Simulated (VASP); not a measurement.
# InGa2P3 (I4/mmm) in VASP: further runs

The runs below take InGa2P3 through single point, with PBE.

All numbers are computed with VASP 6.6.1; they aren't measurements. Logs are shortened: lines on timing, memory, paths and dates and some standing lists are left out, and cuts for length are marked.

## (1) The cell of the first run

Symmetry: I4/mmm, No. 139, tetragonal system. The conventional cell has a = 3.758 Å, b = 3.758 Å, c = 15.848 Å, α = 90.00°, β = 90.00°, γ = 90.00°. Within 3.5 Å of In (site symmetry 4/mmm) lie 6 P at 2.66 to 2.72 Å. Ga (site symmetry 4mm) has 6 P at 2.54 to 2.66 Å within 3.4 Å. Within 3.5 Å of P (site symmetry 4/mmm) lie 4 In at 2.66 Å and 2 Ga at 2.66 Å. P (site symmetry 4mm) has 5 Ga at 2.54 to 2.66 Å and 1 In at 2.72 Å within 3.4 Å.

## (2) Single point, PBE

The input, INCAR:

```
SYSTEM = InGa2P3
PREC     = Accurate       ! precision mode
ENCUT    = 520            ! plane-wave cutoff, eV
EDIFF    = 1E-6           ! SCF threshold, eV
ISMEAR   = 0              ! smearing method
SIGMA    = 0.1            ! smearing width, eV
LREAL    = .FALSE.        ! projectors in reciprocal space
LASPH    = .TRUE.         ! aspherical terms in the spheres
NELM     = 100            ! most SCF steps
ALGO     = Normal         ! electronic algorithm
ISIF     = 2              ! what is computed and relaxed
LWAVE    = .FALSE.        ! write WAVECAR
LCHARG   = .FALSE.        ! write CHGCAR
GGA      = PE             ! functional
NBANDS   = 36             ! bands
```

The input, KPOINTS:

```
Automatic mesh
0
G
  6 6 6
  0 0 0
```

The input, POSCAR:

```
InGa2P3
1.0
   -1.8791514607      1.8791514607      7.9241899355
    1.8791514607     -1.8791514607      7.9241899355
    1.8791514607      1.8791514607     -7.9241899355
In Ga P
1 2 3
Direct
    0.5000000000      0.5000000000      0.0000000000
    0.8322397583      0.8322397583      0.0000000000
    0.1677602417      0.1677602417      0.0000000000
    0.0000000000      0.0000000000      0.0000000000
    0.6716919058      0.6716919058      0.0000000000
    0.3283080942      0.3283080942      0.0000000000
```

Potentials or basis: VASP PAW PBE potentials, release 64 (In_d, Ga_d, P).

The run is started by

```console
cat potpaw_PBE.64/In_d/POTCAR potpaw_PBE.64/Ga_d/POTCAR potpaw_PBE.64/P/POTCAR > POTCAR
mpirun -np 1 vasp_std > vasp.out
```

OUTCAR:

```text
SYSTEM = InGa2P3
   PREC = Accurate
   ENCUT = 520
   EDIFF = 1E-6
   ISMEAR = 0
   LREAL = .FALSE.
   LASPH = .TRUE.
   NELM = 100
   ISIF = 2
   GGA = PE

 ion  position               nearest neighbor table
   1  0.500  0.500  0.000-   4 2.66   4 2.66   4 2.66   4 2.66   6 2.72   5 2.72
   2  0.832  0.832  0.000-   5 2.54   6 2.66   6 2.66   6 2.66   6 2.66   4 2.66
   3  0.168  0.168  0.000-   6 2.54   5 2.66   5 2.66   5 2.66   5 2.66   4 2.66
   4  0.000  0.000  0.000-   1 2.66   1 2.66   1 2.66   1 2.66   3 2.66   2 2.66
   5  0.672  0.672  0.000-   2 2.54   3 2.66   3 2.66   3 2.66   3 2.66   1 2.72
   6  0.328  0.328  0.000-   3 2.54   2 2.66   2 2.66   2 2.66   2 2.66   1 2.72

  LATTYP: Found a body centered tetragonal cell.
 ALAT       =     3.7583029214
 C/A-ratio  =     4.2168979463

  Lattice vectors:

 A1 = (  -1.8791514607,   1.8791514607,   7.9241899355)
 A2 = (   1.8791514607,  -1.8791514607,   7.9241899355)
 A3 = (   1.8791514607,   1.8791514607,  -7.9241899355)

Analysis of symmetry for initial positions (statically):
=====================================================================
 Subroutine PRICEL returns:
 Original cell was already a primitive cell.

 Routine SETGRP: Setting up the symmetry group for a
 body centered tetragonal supercell.

 Subroutine GETGRP returns: Found 16 space group operations
 (whereof 16 operations were pure point group operations)
 out of a pool of 16 trial point group operations.

The static configuration has the point symmetry D_4h.

Analysis of symmetry for dynamics (positions and initial velocities):
=====================================================================
 Subroutine PRICEL returns:
 Original cell was already a primitive cell.

 Routine SETGRP: Setting up the symmetry group for a
 body centered tetragonal supercell.

 Subroutine GETGRP returns: Found 16 space group operations
 (whereof 16 operations were pure point group operations)
 out of a pool of 16 trial point group operations.

The dynamic configuration has the point symmetry D_4h.

 Subroutine INISYM returns: Found 16 space group operations
 (whereof 16 operations are pure point group operations),
 and found     1 'primitive' translations

----------------------------------------------------------------------------------------

                                     Primitive cell

  volume of cell :     111.9279

  direct lattice vectors                    reciprocal lattice vectors
    -1.879151461  1.879151461  7.924189936     0.000000000  0.266077541  0.063097932
[... 94 lines left out ...]
   EDIFF  = 0.1E-05   stopping-criterion for ELM
   LREAL  =      F    real-space projection
   EDIFFG = 0.1E-04   stopping-criterion for IOM
   NSW    =      0    number of steps for IOM
   IBRION =     -1    ionic relax: 0-MD 1-quasi-New 2-CG
   NFREE  =      0    steps in history (QN), initial steepest desc. (CG)
   ISIF   =      2    stress and relaxation
   ISYM   =      2    0-nonsym 1-usesym 2-fastsym
   POTIM  = 0.5000    time-step for ionic-motion
   TEBEG  =    0.0;   TEEND  =   0.0 temperature during run
   PSTRESS=    0.0 pullay stress
   NELECT =      54.0000    total number of electrons
   NUPDOWN=      -1.0000    fix difference up-down
   EMIN   =  10.00;   EMAX   =-10.00  energy-range for DOS
   EFERMI =   0.00;   METHOD = LEGACY
   ISMEAR =     0;   SIGMA  =   0.10  broadening in eV -4-tet -1-fermi 0-gaus
   EFERMI_NEDOS =   21; number of points for ismear=-14 and -15
   IALGO  =     38    algorithm
   IMIX   =      4    mixing-type and parameters
     AMIX     =   0.40;   BMIX     =  1.00
     AMIX_MAG =   1.60;   BMIX_MAG =  1.00
  volume/ion in A,a.u.               =      18.65       125.89
  Fermi-wavevector in a.u.,A,eV,Ry     =   1.283985  2.426380 22.430801  1.648617
  Thomas-Fermi vector in A             =   2.416205
   LORBIT       =      0    0 simple, 1 ext, 2 COOP (PROOUT), +10 PAW based schemes
   GGA     = PE    functional components
   LHFCALC =     F    Hartree Fock is set to
   AEXX    =    0.0000 exact exchange contribution
   IVDW    =     0    specifies the selected vdW correction
   LEPSILON=     F    determine dielectric tensor
   LRPA    =     F    only Hartree local field effects (RPA)
 non-spin polarized calculation
 Gauss-broadening in eV      SIGMA  =   0.10
  energy-cutoff  :      520.00
  volume of cell :      111.93
 maximum number of plane-waves:      3030
 NGX is ok and might be reduce to    64
   NGX = 31   NGY = 31   NGZ = 31

 number of electron      53.9999994 magnetization

 Free energy of the ion-electron system (eV)
  ---------------------------------------------------
  ext. energy  EPLUGINS =         0.00000000
  ---------------------------------------------------
  free energy    TOTEN  =       -24.36540318 eV

  energy without entropy =      -24.34612173  energy(sigma->0) =      -24.35576245

 E-fermi :   6.5867     XC(G=0): -10.7205

 val. band max:        6.5631901281   @ k =  -0.3333   0.5000   0.3333
 cond. band min:       6.5943369476   @ k =  -0.3333   0.3333   0.3333
 fundamental gap:      0.0311468195
 Fermi energy:         6.5867434042

 k-point     1 :       0.0000    0.0000    0.0000
  band No.  band energies     occupation
      1      -8.1478      2.00000
      2      -8.1234      2.00000
      3      -8.0385      2.00000
      4      -8.0338      2.00000
      5      -8.0255      2.00000
      6      -8.0209      2.00000
[... 925 lines left out ...]
     35      12.5788      0.00000
     36      12.9566      0.00000

 [... further k-points ...]
[... 5 lines left out ...]
  --------------------------------------------------------------------------------------
  -------------------------------------------------------------------------------------
  Total        0.0614092      0.0614092     -0.1533268      0.0000000     -0.0000000     -0.0000000
  in kB        0.8790339      0.8790339     -2.1947761      0.0000000     -0.0000000     -0.0000000
  external PRESSURE =      -0.1455694 kB  Pullay stress =       0.0000000 kB

 VOLUME and BASIS-vectors are now :
 -----------------------------------------------------------------------------
  energy-cutoff  :      520.00
  volume of cell :      111.93
      direct lattice vectors                 reciprocal lattice vectors
    -1.879151461  1.879151461  7.924189936     0.000000000  0.266077541  0.063097932
     1.879151461 -1.879151461  7.924189936     0.266077541  0.000000000  0.063097932
     1.879151461  1.879151461 -7.924189936     0.266077541  0.266077541  0.000000000

 POSITION                                       TOTAL-FORCE (eV/Angst)
 -----------------------------------------------------------------------------------
      0.00000      0.00000      7.92419        -0.000000     -0.000000     -0.000000
      0.00000      0.00000     13.18965         0.000000      0.000000     -0.028919
      0.00000      0.00000      2.65873         0.000000      0.000000      0.028919
      0.00000      0.00000      0.00000        -0.000000     -0.000000     -0.000000
      0.00000      0.00000     10.64523        -0.000000     -0.000000      0.010953
      0.00000      0.00000      5.20315        -0.000000     -0.000000     -0.010953
 -----------------------------------------------------------------------------------
    total drift:                                0.000000      0.000000      0.000000

  FREE ENERGIE OF THE ION-ELECTRON SYSTEM (eV)
  ---------------------------------------------------
  free  energy   TOTEN  =       -24.3654031783 eV

  energy  without entropy=      -24.3461217308  energy(sigma->0) =      -24.35576245
```

OSZICAR:

```text
N       E                     dE             d eps       ncg     rms          rms(c)
DAV:   1     0.451724802988E+03    0.45172E+03   -0.24861E+04  2212   0.218E+03
DAV:   2     0.394181429874E+02   -0.41231E+03   -0.39954E+03  2248   0.527E+02
DAV:   3    -0.217734101776E+02   -0.61192E+02   -0.59631E+02  2496   0.167E+02
DAV:   4    -0.248965715368E+02   -0.31232E+01   -0.30888E+01  2764   0.366E+01
DAV:   5    -0.249981133323E+02   -0.10154E+00   -0.10136E+00  3172   0.675E+00    0.760E+00
DAV:   6    -0.243888795377E+02    0.60923E+00   -0.13731E+00  2968   0.141E+01    0.428E+00
DAV:   7    -0.243690263705E+02    0.19853E-01   -0.45094E-01  3084   0.349E+00    0.147E+00
DAV:   8    -0.243657796459E+02    0.32467E-02   -0.71969E-02  2820   0.224E+00    0.666E-01
DAV:   9    -0.243653753339E+02    0.40431E-03   -0.19804E-02  2792   0.114E+00    0.236E-01
DAV:  10    -0.243653411910E+02    0.34143E-04   -0.29269E-03  3048   0.560E-01    0.141E-01
DAV:  11    -0.243653924488E+02   -0.51258E-04   -0.36894E-04  2884   0.141E-01    0.876E-02
DAV:  12    -0.243654030856E+02   -0.10637E-04   -0.96805E-05  2596   0.869E-02    0.486E-02
DAV:  13    -0.243654031078E+02   -0.22220E-07   -0.13873E-05  2900   0.291E-02    0.231E-02
DAV:  14    -0.243654031783E+02   -0.70517E-07   -0.58839E-07  1548   0.537E-03
   1 F= -.24365403E+02 E0= -.24355762E+02  d E =-.192814E-01
```

Wall time 4.8 min (1 thread of AMD EPYC 9R45 (Zen 5), shared host); peak memory 0.56 GiB.

What came out:

```
Free energy            : -24.3654 eV
Pressure               : 0.0 GPa
Largest force          : 0.029 eV/Å
Band gap on the k mesh : zero (band 27 reaches 7.02 eV, above the bottom of band 28 at 4.13 eV)
```

Forces on the atoms (eV/Å):
```
In   0.000  0.000  0.000
Ga   0.000  0.000 -0.029
Ga   0.000  0.000  0.029
P    0.000  0.000  0.000
P    0.000  0.000  0.011
P    0.000  0.000 -0.011
```

Caveat: the k points lie up to 0.39 Å⁻¹ apart; spin-orbit coupling is left out, which moves the levels of the heavy elements.

## (3) Single point, PBE

This run uses another cell than the first one, of 20.45 Å³/atom, 1.096 times its volume.

The input, INCAR:

```
SYSTEM = InGa2P3
PREC = Accurate
ENCUT = 520
EDIFF = 1E-7
ISMEAR = 0
SIGMA = 0.1
LREAL = .FALSE.
LASPH = .TRUE.
NELM = 100
ALGO = Normal
ISIF = 2
LWAVE = .FALSE.
LCHARG = .FALSE.
GGA = PE
NBANDS = 36
```

KPOINTS is that of step 2.

The input, POSCAR:

```
InGa2P3
1.0
   -1.9337037100      1.9337037100      8.2040100200
    1.9337037100     -1.9337037100      8.2040100200
    1.9337037100      1.9337037100     -8.2040100200
In Ga P
1 2 3
Direct
    0.5000000000      0.5000000000      0.0000000000
    0.8333333300      0.8333333300      0.0000000000
    0.1666666700      0.1666666700      0.0000000000
    0.0000000000      0.0000000000      0.0000000000
    0.6666666700      0.6666666700      0.0000000000
    0.3333333300      0.3333333300      0.0000000000
```

Potentials or basis: VASP PAW PBE potentials, release 64 (In_d, Ga_d, P).

The run is started by

```console
cat potpaw_PBE.64/In_d/POTCAR potpaw_PBE.64/Ga_d/POTCAR potpaw_PBE.64/P/POTCAR > POTCAR
mpirun -np 1 vasp_std > vasp.out
```

OUTCAR:

```text
SYSTEM = InGa2P3
   PREC = Accurate
   ENCUT = 520
   EDIFF = 1E-7
   ISMEAR = 0
   LREAL = .FALSE.
   LASPH = .TRUE.
   NELM = 100
   ISIF = 2
   GGA = PE

 ion  position               nearest neighbor table
   1  0.500  0.500  0.000-   4 2.73   4 2.73   4 2.73   4 2.73   6 2.73   5 2.73
   2  0.833  0.833  0.000-   5 2.73   6 2.73   6 2.73   6 2.73   6 2.73   4 2.73
   3  0.167  0.167  0.000-   6 2.73   5 2.73   5 2.73   5 2.73   5 2.73   4 2.73
   4  0.000  0.000  0.000-   1 2.73   1 2.73   1 2.73   1 2.73   3 2.73   2 2.73
   5  0.667  0.667  0.000-   2 2.73   3 2.73   3 2.73   3 2.73   3 2.73   1 2.73
   6  0.333  0.333  0.000-   3 2.73   2 2.73   2 2.73   2 2.73   2 2.73   1 2.73

  LATTYP: Found a body centered tetragonal cell.
 ALAT       =     3.8674074200
 C/A-ratio  =     4.2426406784

  Lattice vectors:

 A1 = (  -1.9337037100,   1.9337037100,   8.2040100200)
 A2 = (   1.9337037100,  -1.9337037100,   8.2040100200)
 A3 = (   1.9337037100,   1.9337037100,  -8.2040100200)

Analysis of symmetry for initial positions (statically):
=====================================================================
 Subroutine PRICEL returns:
 Original cell was already a primitive cell.

 Routine SETGRP: Setting up the symmetry group for a
 body centered tetragonal supercell.

 Subroutine GETGRP returns: Found 16 space group operations
 (whereof 16 operations were pure point group operations)
 out of a pool of 16 trial point group operations.

The static configuration has the point symmetry D_4h.

Analysis of symmetry for dynamics (positions and initial velocities):
=====================================================================
 Subroutine PRICEL returns:
 Original cell was already a primitive cell.

 Routine SETGRP: Setting up the symmetry group for a
 body centered tetragonal supercell.

 Subroutine GETGRP returns: Found 16 space group operations
 (whereof 16 operations were pure point group operations)
 out of a pool of 16 trial point group operations.

The dynamic configuration has the point symmetry D_4h.

[... 124 lines left out ...]
   IMIX   =      4    mixing-type and parameters
     AMIX     =   0.40;   BMIX     =  1.00
     AMIX_MAG =   1.60;   BMIX_MAG =  1.00
  volume/ion in A,a.u.               =      20.45       138.01
  Fermi-wavevector in a.u.,A,eV,Ry     =   1.245233  2.353150 21.097276  1.550606
  Thomas-Fermi vector in A             =   2.379465
   LORBIT       =      0    0 simple, 1 ext, 2 COOP (PROOUT), +10 PAW based schemes
   GGA     = PE    functional components
   LHFCALC =     F    Hartree Fock is set to
   AEXX    =    0.0000 exact exchange contribution
   IVDW    =     0    specifies the selected vdW correction
   LEPSILON=     F    determine dielectric tensor
   LRPA    =     F    only Hartree local field effects (RPA)
 non-spin polarized calculation
 Gauss-broadening in eV      SIGMA  =   0.10
  energy-cutoff  :      520.00
  volume of cell :      122.71
 maximum number of plane-waves:      3322
   NGX = 33   NGY = 33   NGZ = 33

 number of electron      53.9999993 magnetization

 Free energy of the ion-electron system (eV)
  ---------------------------------------------------
  ext. energy  EPLUGINS =         0.00000000
  ---------------------------------------------------
  free energy    TOTEN  =       -24.10474114 eV

  energy without entropy =      -24.08134612  energy(sigma->0) =      -24.09304363

 E-fermi :   5.5799     XC(G=0): -10.2942

 val. band max:        5.5662221032   @ k =  -0.3333   0.3333   0.3333
 cond. band min:       5.5865262772   @ k =  -0.1667   0.3333   0.1667
 fundamental gap:      0.0203041740
 Fermi energy:         5.5798663980

 k-point     1 :       0.0000    0.0000    0.0000
  band No.  band energies     occupation
      1      -9.0823      2.00000
      2      -9.0554      2.00000
      3      -9.0118      2.00000
      4      -9.0091      2.00000
      5      -9.0036      2.00000
      6      -9.0011      2.00000
[... 925 lines left out ...]
     35      11.3534      0.00000
     36      11.5814      0.00000

 [... further k-points ...]
[... 5 lines left out ...]
  --------------------------------------------------------------------------------------
  -------------------------------------------------------------------------------------
  Total       -4.4298923     -4.4298923     -4.5698624      0.0000000     -0.0000000      0.0000000
  in kB      -57.8412561    -57.8412561    -59.6688505      0.0000000     -0.0000000      0.0000000
  external PRESSURE =     -58.4504542 kB  Pullay stress =       0.0000000 kB

 VOLUME and BASIS-vectors are now :
 -----------------------------------------------------------------------------
  energy-cutoff  :      520.00
  volume of cell :      122.71
      direct lattice vectors                 reciprocal lattice vectors
    -1.933703710  1.933703710  8.204010020     0.000000000  0.258571154  0.060945806
     1.933703710 -1.933703710  8.204010020     0.258571154  0.000000000  0.060945806
     1.933703710  1.933703710 -8.204010020     0.258571154  0.258571154  0.000000000

 POSITION                                       TOTAL-FORCE (eV/Angst)
 -----------------------------------------------------------------------------------
      0.00000      0.00000      8.20401         0.000000      0.000000      0.000000
      0.00000      0.00000     13.67335         0.000000      0.000000     -0.115700
      0.00000      0.00000      2.73467         0.000000      0.000000      0.115700
      0.00000      0.00000      0.00000         0.000000      0.000000      0.000000
      0.00000      0.00000     10.93868        -0.000000     -0.000000      0.426051
      0.00000      0.00000      5.46934        -0.000000     -0.000000     -0.426051
 -----------------------------------------------------------------------------------
    total drift:                                0.000000      0.000000     -0.000000

  FREE ENERGIE OF THE ION-ELECTRON SYSTEM (eV)
  ---------------------------------------------------
  free  energy   TOTEN  =       -24.1047411440 eV

  energy  without entropy=      -24.0813461179  energy(sigma->0) =      -24.09304363
```

stdout:

```text
POSCAR found type information on POSCAR InGaP
 POSCAR found :  3 types and       6 ions
 scaLAPACK will be used
 LDA part: xc-table for (Slater+PW92), standard interpolation
 POSCAR, INCAR and KPOINTS ok, starting setup
 FFT: planning ... GRIDC
 FFT: planning ... GRID_SOFT
 FFT: planning ... GRID
 WAVECAR not read
 entering main loop
```

Run time: 6 min. Hardware: 1 thread of AMD EPYC 9R45 (Zen 5), shared host; peak memory 0.61 GiB.

Results:

| Item | Value |
| --- | --- |
| Free energy | -24.1047 eV |
| Pressure | -5.8 GPa |
| Largest force | 0.426 eV/Å |
| Band gap on the k mesh | zero (band 27 reaches 5.99 eV, above the bottom of band 28 at 3.33 eV) |

Forces in eV/Å, atoms in the order of the input:
```
In   0.000  0.000  0.000
Ga   0.000  0.000 -0.116
Ga   0.000  0.000  0.116
P    0.000  0.000  0.000
P    0.000  0.000  0.426
P    0.000  0.000 -0.426
```

Levels at points of the mesh, in eV from the Fermi level:
| k point | band 24 | band 25 | band 26 | band 27 | band 28 | band 29 | band 30 | band 31 |
| --- | --- | --- | --- | --- | --- | --- | --- | --- |
| (0.00, 0.00, 0.00) | -1.74 | -1.54 | -1.19 | -0.13 | -0.13 | -0.11 | 0.30 | 4.29 |
| (0.50, 0.00, 0.00) | -0.10 | -0.06 | 0.12 | 0.13 | 1.96 | 2.24 | 2.70 | 3.11 |
| (0.50, 0.50, 0.00) | -3.24 | -3.09 | -3.04 | -2.25 | -2.25 | 0.60 | 0.98 | 3.82 |
| (0.50, 0.50, 0.50) | -2.15 | -0.86 | -0.86 | -0.72 | -0.72 | 2.11 | 2.72 | 3.82 |

Caveat: the k points lie up to 0.38 Å⁻¹ apart; spin-orbit coupling is left out, which moves the levels of the heavy elements.
